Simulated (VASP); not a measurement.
# TaSb (F-43m) in VASP: notebook, part 2 of 2

VASP 6.6.1. The steps go on from the part before.

## 3. Single point, r2SCAN (volume scaled by 1.020)

Contents of POSCAR:

```
TaSb
1.0
    0.0000000000      3.1446461509      3.1446461509
    3.1446461509      0.0000000000      3.1446461509
    3.1446461509      3.1446461509      0.0000000000
Ta Sb
1 1
Direct
    0.0000000000      0.0000000000      0.0000000000
    0.2500000000      0.2500000000      0.2500000000
```

Contents of INCAR.step1:

```
SYSTEM = TaSb
PREC = Accurate
ENCUT = 520
ISMEAR = 0
SIGMA = 0.05
LREAL = .False.
LASPH = .True.
NELM = 100
NBANDS = 15
GGA = PE
ALGO = Normal
EDIFF = 1E-4
LWAVE = .True.
LCHARG = .False.
```

Contents of INCAR.step2:

```
SYSTEM = TaSb
PREC = Accurate
ENCUT = 520
EDIFF = 1E-6
ISMEAR = 0
SIGMA = 0.05
LREAL = .False.
LASPH = .True.
NELM = 100
ALGO = Normal
ISIF = 2
LWAVE = .False.
LCHARG = .False.
METAGGA = R2SCAN
LMIXTAU = .True.
NBANDS = 15
ISTART = 1
```

Contents of KPOINTS:

```
regular mesh
0
Gamma
  10 10 10
  0 0 0
```

Potentials or basis: VASP PAW PBE potentials, release 64 (Ta_pv, Sb).

Run with:

```console
$ cat potpaw_PBE.64/Ta_pv/POTCAR potpaw_PBE.64/Sb/POTCAR > POTCAR
$ cp INCAR.step1 INCAR
$ mpirun -np 1 vasp_std > vasp.out
$ cp INCAR.step2 INCAR
$ mpirun -np 1 vasp_std > vasp.out
```

OUTCAR:

```text
SYSTEM = TaSb
   PREC = Accurate
   ENCUT = 520
   EDIFF = 1E-6
   ISMEAR = 0
   LREAL = .False.
   LASPH = .True.
   NELM = 100
   ISIF = 2
   METAGGA = R2SCAN
   ISTART = 1

 ion  position               nearest neighbor table
   1  0.000  0.000  0.000-   2 2.72   2 2.72   2 2.72   2 2.72
   2  0.250  0.250  0.250-   1 2.72   1 2.72   1 2.72   1 2.72

  LATTYP: Found a face centered cubic cell.
 ALAT       =     6.2892923018

  Lattice vectors:

 A1 = (   0.0000000000,   3.1446461509,   3.1446461509)
 A2 = (   3.1446461509,   0.0000000000,   3.1446461509)
 A3 = (   3.1446461509,   3.1446461509,   0.0000000000)

Analysis of symmetry for initial positions (statically):
=====================================================================
 Subroutine PRICEL returns:
 Original cell was already a primitive cell.

 Routine SETGRP: Setting up the symmetry group for a
 face centered cubic supercell.

 Subroutine GETGRP returns: Found 24 space group operations
 (whereof 24 operations were pure point group operations)
 out of a pool of 48 trial point group operations.

The static configuration has the point symmetry T_d .

Analysis of symmetry for dynamics (positions and initial velocities):
=====================================================================
 Subroutine PRICEL returns:
 Original cell was already a primitive cell.

 Routine SETGRP: Setting up the symmetry group for a
 face centered cubic supercell.

 Subroutine GETGRP returns: Found 24 space group operations
 (whereof 24 operations were pure point group operations)
 out of a pool of 48 trial point group operations.

The dynamic configuration has the point symmetry T_d .

 Subroutine INISYM returns: Found 24 space group operations
 (whereof 24 operations are pure point group operations),
 and found     1 'primitive' translations

----------------------------------------------------------------------------------------

[... 121 lines left out ...]
   LEPSILON=     F    determine dielectric tensor
   LRPA    =     F    only Hartree local field effects (RPA)
 non-spin polarized calculation
 Gauss-broadening in eV      SIGMA  =   0.05
  energy-cutoff  :      520.00
  volume of cell :       62.19
 maximum number of plane-waves:      1695
 NGX is ok and might be reduce to    36
   NGX = 17   NGY = 17   NGZ = 17

 number of electron      16.0000001 magnetization

 Free energy of the ion-electron system (eV)
  ---------------------------------------------------
  ext. energy  EPLUGINS =         0.00000000
  ---------------------------------------------------
  free energy    TOTEN  =       -71.97519432 eV

  energy without entropy =      -71.97014785  energy(sigma->0) =      -71.97267109

 E-fermi :   4.4643     XC(G=0):  -9.9523

 val. band max:        4.4587912965   @ k =   0.5000   0.1000   0.0000
 cond. band min:       4.4711817616   @ k =  -0.3000   0.5000   0.2000
 fundamental gap:      0.0123904651
 Fermi energy:         4.4642675244

 k-point     1 :       0.0000    0.0000    0.0000
  band No.  band energies     occupation
      1     -32.1830      2.00000
      2     -32.1830      2.00000
      3     -32.1830      2.00000
      4      -6.7360      2.00000
      5       1.2600      2.00000
      6       1.2600      2.00000
      7       1.2600      2.00000
      8       4.5844      0.00068
      9       4.5844      0.00068
     10       7.1413      0.00000
     11       9.9596      0.00000
     12       9.9596      0.00000
     13       9.9596      0.00000
     14      10.7798      0.00000
[... 401 lines left out ...]
      2     -32.1898      2.00000
      3     -32.1893      2.00000
      4      -5.5830      2.00000
      5      -0.2099      2.00000
      6       1.7690      2.00000
      7       1.8939      2.00000
      8       3.6503      2.00000
      9       4.9997      0.00000
     10       5.1877      0.00000
     11       6.3443      0.00000
     12       6.6010      0.00000
     13      10.1712      0.00000
     14      10.8998      0.00000
     15      13.5537      0.00000

 [... further k-points ...]

------------------------ aborting loop because EDIFF is reached ----------------------------------------

  FORCE on cell =-STRESS in cart. coord.  units (eV):
  Direction    XX          YY          ZZ          XY          YZ          ZX
  --------------------------------------------------------------------------------------
  -------------------------------------------------------------------------------------
  Total       -0.5218181     -0.5218181     -0.5218181     -0.0000000      0.0000000      0.0000000
  in kB      -13.4426345    -13.4426345    -13.4426345     -0.0000000      0.0000000      0.0000000
  external PRESSURE =     -13.4426345 kB  Pullay stress =       0.0000000 kB

 VOLUME and BASIS-vectors are now :
 -----------------------------------------------------------------------------
  energy-cutoff  :      520.00
  volume of cell :       62.19
      direct lattice vectors                 reciprocal lattice vectors
     0.000000000  3.144646151  3.144646151    -0.159000401  0.159000401  0.159000401
     3.144646151  0.000000000  3.144646151     0.159000401 -0.159000401  0.159000401
     3.144646151  3.144646151  0.000000000     0.159000401  0.159000401 -0.159000401

 POSITION                                       TOTAL-FORCE (eV/Angst)
 -----------------------------------------------------------------------------------
      0.00000      0.00000      0.00000         0.000000     -0.000000      0.000000
      1.57232      1.57232      1.57232        -0.000000      0.000000     -0.000000
 -----------------------------------------------------------------------------------
    total drift:                               -0.000000     -0.000000     -0.000000

  FREE ENERGIE OF THE ION-ELECTRON SYSTEM (eV)
  ---------------------------------------------------
  free  energy   TOTEN  =       -71.9751943246 eV

  energy  without entropy=      -71.9701478469  energy(sigma->0) =      -71.97267109
```

Wall time 2.5 min (1 thread of Intel Xeon Platinum 8375C at 2.90GHz (Ice Lake), shared host); peak memory 0.24 GiB.

What came out:

```yaml
Free_energy: -71.9752 eV
Pressure: -1.3 GPa
Band_gap_on_the_k_mesh: zero (band 8 reaches 4.71 eV, above the bottom of band 9 at 4.39 eV)
```

Caveat: the PAW data sets were made with another functional, which shifts forces and pressure a little; spin-orbit coupling is left out, which moves the levels of the heavy elements.

## 4. Single point, r2SCAN (volume scaled by 1.040)

Contents of POSCAR:

```
TaSb
1.0
    0.0000000000      3.1650665033      3.1650665033
    3.1650665033      0.0000000000      3.1650665033
    3.1650665033      3.1650665033      0.0000000000
Ta Sb
1 1
Direct
    0.0000000000      0.0000000000      0.0000000000
    0.2500000000      0.2500000000      0.2500000000
```

Contents of INCAR.step1:

```
ALGO = Normal ; EDIFF = 1E-4
ENCUT = 520 ; GGA = PE
ISMEAR = 0 ; LASPH = True
LCHARG = False ; LREAL = False
LWAVE = True ; NBANDS = 15
NELM = 100 ; PREC = Accurate
SIGMA = 0.05
```

Contents of INCAR.step2:

```
ALGO = Normal ; EDIFF = 1E-6
ENCUT = 520 ; ISIF = 2
ISMEAR = 0 ; ISTART = 1
LASPH = True ; LCHARG = False
LMIXTAU = True ; LREAL = False
LWAVE = False ; METAGGA = R2SCAN
NBANDS = 15 ; NELM = 100
PREC = Accurate ; SIGMA = 0.05
```

Contents of KPOINTS:

```
k-points
0
Gamma
  10 10 10
```

Run with:

```console
$ cat potpaw_PBE.64/Ta_pv/POTCAR potpaw_PBE.64/Sb/POTCAR > POTCAR
$ cp INCAR.step1 INCAR
$ mpirun -np 1 vasp_std > vasp.out
$ cp INCAR.step2 INCAR
$ mpirun -np 1 vasp_std > vasp.out
```

Wall time 2.5 min (1 thread of Intel Xeon Platinum 8375C at 2.90GHz (Ice Lake), shared host); peak memory 0.24 GiB.

It converged, with:

| Quantity | Value |
| --- | --- |
| Free energy | -71.9596 eV |
| Pressure | -2.7 GPa |
| Band gap on the k mesh | zero (band 8 reaches 4.55 eV, above the bottom of band 9 at 4.22 eV) |

Levels at points of the mesh, in eV from the Fermi level:
| k point | band 5 | band 6 | band 7 | band 8 | band 9 | band 10 | band 11 | band 12 |
| --- | --- | --- | --- | --- | --- | --- | --- | --- |
| (0.00, 0.00, 0.00) | -3.16 | -3.16 | -3.16 | 0.12 | 0.12 | 2.58 | 5.39 | 5.39 |
| (0.50, 0.00, 0.00) | -4.65 | -2.83 | -2.83 | 0.13 | 0.36 | 0.36 | 2.77 | 2.77 |
| (0.50, 0.50, 0.00) | -4.97 | -2.25 | -2.25 | -0.95 | -0.08 | 0.67 | 1.06 | 1.06 |

Caveat: the PAW data sets were made with another functional, which shifts forces and pressure a little; spin-orbit coupling is left out, which moves the levels of the heavy elements.

## 5. Summary

| cell | gap on the mesh (eV) | pressure (GPa) |
| --- | --- | --- |
| a = 4.445 Å, angles 60.0°, 2 atoms | none | -1.2 |
| a = 4.447 Å, angles 60.0°, 2 atoms | none | -1.3 |
| a = 4.476 Å, angles 60.0°, 2 atoms | none | -2.7 |

Alike in all rows: task single point; level r2SCAN; potentials or basis VASP PAW PBE potentials, release 64 (Ta_pv, Sb); no spin polarisation; k mesh 10 × 10 × 10; cutoff (eV) 520; smearing gaussian 0.05 eV.

Caveats: the PAW data sets were made with another functional, which shifts forces and pressure a little; spin-orbit coupling is left out, which moves the levels of the heavy elements.

Total energies depend on the potentials used, so only differences within one code and one set of settings carry meaning.
